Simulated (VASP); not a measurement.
Write the native input for VASP 6.6.1 that does the following.

```yaml
Task: single point
Functional: PBE
Potentials_or_basis: VASP PAW PBE potentials, release 64 (Tc_pv)
Cutoff: 520 eV
k_mesh: 18 × 18 × 10
Occupations: gaussian, width 0.05 eV
Spin: no spin polarisation
Dipole_correction: no
Further_INCAR_settings: ALGO = Normal; EDIFF = 1e-06; NBANDS = 20
```

The structure of Tc lies in POSCAR:

```
Tc
1.0
    2.7142385819      0.0000000000      0.0000000000
   -1.3571192910      2.3505995639      0.0000000000
    0.0000000000      0.0000000000      4.3432332918
Tc
2
Direct
    0.3333333333      0.6666666667      0.2500000000
    0.6666666667      0.3333333333      0.7500000000
```

These files were run (other wordings do the same):

INCAR

```
  PREC = Accurate
  ENCUT = 520
  EDIFF = 1E-6
  ISMEAR = 0
  SIGMA = 0.05
  LREAL = F
  LASPH = T
  NELM = 100
  ALGO = Normal
  ISIF = 2
  LWAVE = F
  LCHARG = T
  GGA = PE
  LELF = T
  LVHAR = T
  NBANDS = 20
```

KPOINTS

```
regular mesh
0
Gamma
  18 18 10
```

Potentials or basis: VASP PAW PBE potentials, release 64 (Tc_pv).

Command:

```sh
$ cat potpaw_PBE.64/Tc_pv/POTCAR > POTCAR
$ mpirun -np 1 vasp_std > vasp.out
```

Results of the run:

The pressure is 12.7 GPa and the band gap on the k mesh is zero (bands 13 and 14 overlap by 3.57 eV).

Caveat: the cell stands under pressure.

It took 48 s on 1 thread of Oxide Virtual Turin-like Processor, with other jobs on the host, peak memory 0.18 GiB.
